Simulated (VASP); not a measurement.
# PbO (F-43m) in VASP: notebook, part 2 of 2

VASP 6.6.1. The steps go on from the part before.

### 3 Relaxation of cell and atoms, PBE

This run uses another cell than the first one, of 12.69 Å³/atom.

The input, INCAR:

```
SYSTEM = PbO
  ALGO = Normal
  EDIFF = 1E-7
  EDIFFG = -0.005
  ENCUT = 600
  GGA = PE
  IBRION = 2
  ISIF = 3
  ISMEAR = -1
  LASPH = .TRUE.
  LCHARG = .FALSE.
  LREAL = .FALSE.
  LWAVE = .FALSE.
  NELM = 100
  NSW = 80
  PREC = Accurate
  SIGMA = 0.02
```

The input, KPOINTS:

```
k-points
0
G
  8 8 8
  0 0 0
```

The input, POSCAR:

```
PbO
1.0
    0.0000000000      2.3326105576      2.3326105576
    2.3326105576      0.0000000000      2.3326105576
    2.3326105576      2.3326105576      0.0000000000
Pb O
1 1
Direct
    0.0000000000      0.0000000000      0.0000000000
    0.2500000000      0.2500000000      0.2500000000
```

Potentials or basis: VASP PAW PBE potentials, release 64 (Pb_d, O).

The run is started by

```bash
$ cat potpaw_PBE.64/Pb_d/POTCAR potpaw_PBE.64/O/POTCAR > POTCAR
$ mpirun -np 1 vasp_std > vasp.out
```

OUTCAR:

```text
SYSTEM = PbO
   EDIFF = 1E-7
   EDIFFG = -0.005
   ENCUT = 600
   GGA = PE
   IBRION = 2
   ISIF = 3
   ISMEAR = -1
   LASPH = .TRUE.
   LREAL = .FALSE.
   NELM = 100
   NSW = 80
   PREC = Accurate

 ion  position               nearest neighbor table
   1  0.000  0.000  0.000-   2 2.02   2 2.02   2 2.02   2 2.02
   2  0.250  0.250  0.250-   1 2.02   1 2.02   1 2.02   1 2.02

  LATTYP: Found a face centered cubic cell.
 ALAT       =     4.6652211152

  Lattice vectors:

 A1 = (   0.0000000000,   2.3326105576,   2.3326105576)
 A2 = (   2.3326105576,   0.0000000000,   2.3326105576)
 A3 = (   2.3326105576,   2.3326105576,   0.0000000000)

Analysis of symmetry for initial positions (statically):
=====================================================================
 Subroutine PRICEL returns:
 Original cell was already a primitive cell.

 Routine SETGRP: Setting up the symmetry group for a
 face centered cubic supercell.

 Subroutine GETGRP returns: Found 24 space group operations
 (whereof 24 operations were pure point group operations)
 out of a pool of 48 trial point group operations.

The static configuration has the point symmetry T_d .

Analysis of symmetry for dynamics (positions and initial velocities):
=====================================================================
 Subroutine PRICEL returns:
 Original cell was already a primitive cell.

 Routine SETGRP: Setting up the symmetry group for a
 face centered cubic supercell.

 Subroutine GETGRP returns: Found 24 space group operations
 (whereof 24 operations were pure point group operations)
 out of a pool of 48 trial point group operations.

The dynamic configuration has the point symmetry T_d .

 Subroutine INISYM returns: Found 24 space group operations
 (whereof 24 operations are pure point group operations),
 and found     1 'primitive' translations

----------------------------------------------------------------------------------------

                                     Primitive cell

  volume of cell :      25.3838
[... 81 lines left out ...]
   ISTART =      0    job   : 0-new  1-cont  2-samecut
   ICHARG =      2    charge: 1-file 2-atom 10-const
   ISPIN  =      1    spin polarized calculation?
   LNONCOLLINEAR =      F non collinear calculations
   LSORBIT =      F    spin-orbit coupling
   LASPH  =      T    aspherical Exc in radial PAW
   ENCUT  =  600.0 eV  44.10 Ry    6.64 a.u.   6.59  6.59  6.59*2*pi/ulx,y,z
   NELM   =    100;   NELMIN=  2; NELMDL= -5     # of ELM steps
   EDIFF  = 0.1E-06   stopping-criterion for ELM
   LREAL  =      F    real-space projection
   EDIFFG = -.5E-02   stopping-criterion for IOM
   NSW    =     80    number of steps for IOM
   IBRION =      2    ionic relax: 0-MD 1-quasi-New 2-CG
   NFREE  =      1    steps in history (QN), initial steepest desc. (CG)
   ISIF   =      3    stress and relaxation
   ISYM   =      2    0-nonsym 1-usesym 2-fastsym
   POTIM  = 0.5000    time-step for ionic-motion
   TEBEG  =    0.0;   TEEND  =   0.0 temperature during run
   PSTRESS=    0.0 pullay stress
   NELECT =      20.0000    total number of electrons
   NUPDOWN=      -1.0000    fix difference up-down
   EMIN   =  10.00;   EMAX   =-10.00  energy-range for DOS
   EFERMI =   0.00;   METHOD = LEGACY
   ISMEAR =    -1;   SIGMA  =   0.02  broadening in eV -4-tet -1-fermi 0-gaus
   EFERMI_NEDOS =   21; number of points for ismear=-14 and -15
   IALGO  =     38    algorithm
   IMIX   =      4    mixing-type and parameters
     AMIX     =   0.40;   BMIX     =  1.00
     AMIX_MAG =   1.60;   BMIX_MAG =  1.00
  volume/ion in A,a.u.               =      12.69        85.65
  Fermi-wavevector in a.u.,A,eV,Ry     =   1.512049  2.857359 31.106902  2.286293
  Thomas-Fermi vector in A             =   2.622025
   LORBIT       =      0    0 simple, 1 ext, 2 COOP (PROOUT), +10 PAW based schemes
   GGA     = PE    functional components
   LHFCALC =     F    Hartree Fock is set to
   AEXX    =    0.0000 exact exchange contribution
   IVDW    =     0    specifies the selected vdW correction
   LEPSILON=     F    determine dielectric tensor
   LRPA    =     F    only Hartree local field effects (RPA)
 conjugate gradient relaxation of ions
 non-spin polarized calculation
  energy-cutoff  :      600.00
  volume of cell :       25.38
 maximum number of plane-waves:       877
 NGX is ok and might be reduce to    28
   NGX = 13   NGY = 13   NGZ = 13

--------------------------------------- Ionic step        1  -------------------------------------------

 number of electron      20.0000000 magnetization

 Free energy of the ion-electron system (eV)
  ---------------------------------------------------
  ext. energy  EPLUGINS =         0.00000000
  ---------------------------------------------------
  free energy    TOTEN  =        -5.83412336 eV

  energy without entropy =       -5.83297676  energy(sigma->0) =       -5.83355006

 E-fermi :  13.5829     XC(G=0): -12.3946

 val. band max:       13.0663620215   @ k =  -0.3750   0.3750   0.0000
 cond. band min:      13.5860173257   @ k =   0.5000   0.5000   0.0000
 fundamental gap:      0.5196553042
 Fermi energy:        13.5829053771
[... 968 lines left out ...]
--------------------------------------- Ionic step        5  -------------------------------------------

 number of electron      20.0000002 magnetization

 Free energy of the ion-electron system (eV)
  ---------------------------------------------------
  ext. energy  EPLUGINS =         0.00000000
  ---------------------------------------------------
  free energy    TOTEN  =       -10.28871859 eV

  energy without entropy =      -10.28871851  energy(sigma->0) =      -10.28871855

 E-fermi :   4.8071     XC(G=0):  -9.2754

 val. band max:        4.5692219348   @ k =  -0.2500   0.5000   0.2500
 cond. band min:       5.0305178126   @ k =   0.5000   0.5000   0.0000
 fundamental gap:      0.4612958778
 Fermi energy:         4.8070765679
[... 437 lines left out ...]
  FREE ENERGIE OF THE ION-ELECTRON SYSTEM (eV)
  ---------------------------------------------------
  free  energy   TOTEN  =       -10.2887185930 eV

  energy  without entropy=      -10.2887185100  energy(sigma->0) =      -10.28871855

 reached required accuracy - stopping structural energy minimisation
```

It took 3 min on 1 thread of AMD EPYC 7R13, shared host; peak memory 0.14 GiB.

Results:

```yaml
Free_energy: -10.2887 eV
Relaxed_volume: 22.17 Å³/atom
Relaxed_cell: a = 3.973 Å, b = 3.973 Å, c = 3.973 Å, α = 60.00°, β = 60.00°, γ = 60.00°
Space_group_after_relaxing_to_0.1_Å: F-43m (No. 216)
Energy_gained_by_relaxing: 2227.3 meV/atom
Ionic_steps: 5
Pressure_after_relaxing: 0.0 GPa
Band_gap_on_the_k_mesh: 0.46 eV (least direct gap 0.64 eV)
```

Step by step:
```
step  energy change (eV)  largest force (eV/Å)  pressure (GPa)  volume (Å³)
   1              0.0000                0.0000          117.99        25.38
   2             -1.2994                0.0000          -23.01        77.53
   3             -4.4407                0.0000           -2.72        45.95
   4             -4.4524                0.0000           -1.10        44.96
   5             -4.4546                0.0000            0.00        44.34
```

Final structure:
```
Pb O
1.0
     0.00000    2.80929    2.80929
     2.80929    0.00000    2.80929
     2.80929    2.80929    0.00000
Pb O
1 1
Direct
  0.00000 0.00000 0.00000
  0.25000 0.25000 0.25000
```

Levels at points of the mesh, in eV from the valence-band top:
```tsv
k point	band 7	band 8	band 9	band 10	band 11	band 12	band 13	band 14
(0.00, 0.00, 0.00)	-6.84	-2.23	-2.23	-2.23	5.24	5.24	5.24	8.11
(0.50, 0.00, 0.00)	-7.83	-2.70	-2.70	-2.20	2.43	5.44	5.44	8.74
(0.50, 0.50, 0.00)	-7.82	-3.46	-3.46	-0.18	0.46	5.84	5.84	6.40
```

Caveat: the volume moved by over 15 % at a fixed basis, so the end points are rough; the structure was generated, so it needn't be the stable form of PbO; spin-orbit coupling is left out, which moves the levels of the heavy elements. A k mesh can miss the band edges.

### 4 Relaxation of cell and atoms, PBEsol

This run uses another cell than the first one, of 22.71 Å³/atom.

The input, INCAR:

```
SYSTEM = PbO
PREC = Accurate
ENCUT = 600
EDIFF = 1E-7
ISMEAR = -1
SIGMA = 0.02
LREAL = .FALSE.
LASPH = .TRUE.
NELM = 60
ALGO = Normal
ISIF = 3
LWAVE = .FALSE.
LCHARG = .FALSE.
GGA = PS
IBRION = 2
NSW = 80
EDIFFG = -0.005
```

The input, KPOINTS:

```
Automatic mesh
0
G
  8 8 8
  0 0 0
```

The input, POSCAR:

```
PbO
1.0
    0.0000000000      2.8317425422      2.8317425422
    2.8317425422      0.0000000000      2.8317425422
    2.8317425422      2.8317425422      0.0000000000
Pb O
1 1
Direct
    0.0000000000      0.0000000000      0.0000000000
    0.2500000000      0.2500000000      0.2500000000
```

Potentials or basis: VASP PAW PBE potentials, release 64 (Pb_d, O).

The run is started by

```bash
$ cat potpaw_PBE.64/Pb_d/POTCAR potpaw_PBE.64/O/POTCAR > POTCAR
$ mpirun -np 1 vasp_std > vasp.out
```

OUTCAR:

```text
SYSTEM = PbO
   PREC = Accurate
   ENCUT = 600
   EDIFF = 1E-7
   ISMEAR = -1
   LREAL = .FALSE.
   LASPH = .TRUE.
   NELM = 60
   ISIF = 3
   GGA = PS
   IBRION = 2
   NSW = 80
   EDIFFG = -0.005

 ion  position               nearest neighbor table
   1  0.000  0.000  0.000-   2 2.45   2 2.45   2 2.45   2 2.45
   2  0.250  0.250  0.250-   1 2.45   1 2.45   1 2.45   1 2.45

  LATTYP: Found a face centered cubic cell.
 ALAT       =     5.6634850844

  Lattice vectors:

 A1 = (   0.0000000000,   2.8317425422,   2.8317425422)
 A2 = (   2.8317425422,   0.0000000000,   2.8317425422)
 A3 = (   2.8317425422,   2.8317425422,   0.0000000000)

Analysis of symmetry for initial positions (statically):
=====================================================================
 Subroutine PRICEL returns:
 Original cell was already a primitive cell.

 Routine SETGRP: Setting up the symmetry group for a
 face centered cubic supercell.

 Subroutine GETGRP returns: Found 24 space group operations
 (whereof 24 operations were pure point group operations)
 out of a pool of 48 trial point group operations.

The static configuration has the point symmetry T_d .

Analysis of symmetry for dynamics (positions and initial velocities):
=====================================================================
 Subroutine PRICEL returns:
 Original cell was already a primitive cell.

[... 151 lines left out ...]
  ext. energy  EPLUGINS =         0.00000000
  ---------------------------------------------------
  free energy    TOTEN  =       -10.94256074 eV

  energy without entropy =      -10.94256062  energy(sigma->0) =      -10.94256068

 E-fermi :   4.3585     XC(G=0):  -9.4075

 val. band max:        4.1290460235   @ k =  -0.2500   0.5000   0.2500
 cond. band min:       4.5735639552   @ k =   0.5000   0.5000   0.0000
 fundamental gap:      0.4445179317
 Fermi energy:         4.3584712793

 k-point     1 :       0.0000    0.0000    0.0000
  band No.  band energies     occupation
      1     -13.2097      2.00000
      2     -12.1360      2.00000
      3     -12.1360      2.00000
      4     -12.1360      2.00000
      5     -12.0481      2.00000
      6     -12.0481      2.00000
      7      -2.7107      2.00000
      8       1.9950      2.00000
      9       1.9950      2.00000
     10       1.9950      2.00000
     11       9.2641      0.00000
     12       9.2641      0.00000
     13       9.2641      0.00000
     14      11.9448      0.00000
[... 462 lines left out ...]
--------------------------------------- Ionic step        3  -------------------------------------------

 number of electron      20.0000001 magnetization

 Free energy of the ion-electron system (eV)
  ---------------------------------------------------
  ext. energy  EPLUGINS =         0.00000000
  ---------------------------------------------------
  free energy    TOTEN  =       -10.96440225 eV

  energy without entropy =      -10.96439976  energy(sigma->0) =      -10.96440101

 E-fermi :   4.8485     XC(G=0):  -9.6505

 val. band max:        4.6858885023   @ k =  -0.2500   0.5000   0.2500
 cond. band min:       4.9967379584   @ k =   0.5000   0.5000   0.0000
 fundamental gap:      0.3108494562
 Fermi energy:         4.8484795171

 k-point     1 :       0.0000    0.0000    0.0000
  band No.  band energies     occupation
      1     -13.0422      2.00000
      2     -11.6612      2.00000
      3     -11.6612      2.00000
      4     -11.6612      2.00000
      5     -11.5497      2.00000
      6     -11.5497      2.00000
      7      -2.1919      2.00000
      8       2.3212      2.00000
      9       2.3212      2.00000
     10       2.3212      2.00000
     11       9.9456      0.00000
     12       9.9456      0.00000
     13       9.9456      0.00000
     14      12.7537      0.00000
[... 420 lines left out ...]
  FREE ENERGIE OF THE ION-ELECTRON SYSTEM (eV)
  ---------------------------------------------------
  free  energy   TOTEN  =       -10.9644022539 eV

  energy  without entropy=      -10.9643997599  energy(sigma->0) =      -10.96440101

 reached required accuracy - stopping structural energy minimisation
```

OSZICAR:

```text
N       E                     dE             d eps       ncg     rms          rms(c)
DAV:   1     0.184755540588E+03    0.18476E+03   -0.11336E+04   818   0.176E+03
DAV:   2     0.508553165176E+01   -0.17967E+03   -0.17366E+03   890   0.412E+02
DAV:   3    -0.127893019019E+02   -0.17875E+02   -0.17787E+02  1006   0.132E+02
DAV:   4    -0.132055858079E+02   -0.41628E+00   -0.41598E+00   892   0.234E+01
[... 32 lines left out ...]
DAV:   7    -0.109644023071E+02    0.98777E-06   -0.69075E-06  1122   0.362E-02    0.574E-03
DAV:   8    -0.109644022506E+02    0.56501E-07   -0.28508E-06   836   0.153E-02    0.817E-04
DAV:   9    -0.109644021270E+02    0.12364E-06   -0.17672E-07   822   0.375E-03    0.454E-04
DAV:  10    -0.109644022484E+02   -0.12146E-06   -0.20525E-08   568   0.113E-03    0.956E-05
DAV:  11    -0.109644022539E+02   -0.54529E-08   -0.23039E-09   430   0.442E-04
   3 F= -.10964402E+02 E0= -.10964401E+02  d E =-.218415E-01
```

Run time: 2 min. Hardware: 1 thread of AMD EPYC 7R13, shared host; peak memory 0.17 GiB.

What came out:

```yaml
Free_energy: -10.9644 eV
Relaxed_volume: 21.62 Å³/atom
Relaxed_cell: a = 3.940 Å, b = 3.940 Å, c = 3.940 Å, α = 60.00°, β = 60.00°, γ = 60.00°
Space_group_after_relaxing_to_0.1_Å: F-43m (No. 216)
Energy_gained_by_relaxing: 10.9 meV/atom
Ionic_steps: 3
Pressure_after_relaxing: 0.0 GPa
Band_gap_on_the_k_mesh: 0.31 eV (least direct gap 0.50 eV)
```

Step by step:
```
step  energy change (eV)  largest force (eV/Å)  pressure (GPa)  volume (Å³)
   1              0.0000                0.0000           -3.08        45.41
   2             -0.0197                0.0000            1.07        42.60
   3             -0.0218                0.0000            0.00        43.24
```

Final structure:
```cif
data_structure
_symmetry_space_group_name_H-M 'P 1'
_symmetry_Int_Tables_number 1
_cell_length_a 3.9397
_cell_length_b 3.9397
_cell_length_c 3.9397
_cell_angle_alpha 60.000
_cell_angle_beta 60.000
_cell_angle_gamma 60.000
_cell_volume 43.24
loop_
_atom_site_label
_atom_site_type_symbol
_atom_site_fract_x
_atom_site_fract_y
_atom_site_fract_z
_atom_site_occupancy
Pb1 Pb 0.00000 0.00000 0.00000 1
O1 O 0.25000 0.25000 0.25000 1
```

Levels at points of the mesh, in eV from the valence-band top:
```csv
k point,band 6,band 7,band 8,band 9,band 10,band 11,band 12,band 13,band 14
"(0.00, 0.00, 0.00)",-16.24,-6.88,-2.36,-2.36,-2.36,5.26,5.26,5.26,8.07
"(0.50, 0.00, 0.00)",-15.59,-7.99,-2.85,-2.85,-2.29,2.36,5.46,5.46,8.62
"(0.50, 0.50, 0.00)",-15.46,-7.97,-3.65,-3.65,-0.19,0.31,5.88,5.88,6.20
```

Caveat: the structure was generated, so it needn't be the stable form of PbO; the PAW data sets were made with another functional, which shifts forces and pressure a little; spin-orbit coupling is left out, which moves the levels of the heavy elements.

### 5 The runs side by side

| task | level | cell | cutoff (eV) | smearing | gap on the mesh (eV) | pressure (GPa) | relaxed volume (Å³/atom) |
| --- | --- | --- | --- | --- | --- | --- | --- |
| single point | r2SCAN | a = 3.958 Å, angles 60.0°, 2 atoms | 520 | gaussian 0.01 eV | 0.61 | 0.3 | - |
| relaxation of cell and atoms | PBE | relaxed from a = 3.299 Å, angles 60.0°, 2 atoms | 600 | fermi-dirac 0.02 eV | 0.46 | 0.0 | 22.17 |
| relaxation of cell and atoms | PBEsol | relaxed from a = 4.005 Å, angles 60.0°, 2 atoms | 600 | fermi-dirac 0.02 eV | 0.31 | 0.0 | 21.62 |

Alike in all rows: potentials or basis VASP PAW PBE potentials, release 64 (Pb_d, O); no spin polarisation; k mesh 8 × 8 × 8.

Caveats: the structure was generated, so it needn't be the stable form of PbO; spin-orbit coupling is left out, which moves the levels of the heavy elements; the PAW data sets were made with another functional, which shifts forces and pressure a little (at least some runs); the volume moved by over 15 % at a fixed basis, so the end points are rough (at least some runs).

Absolute energies hang on the potentials; compare differences alone.
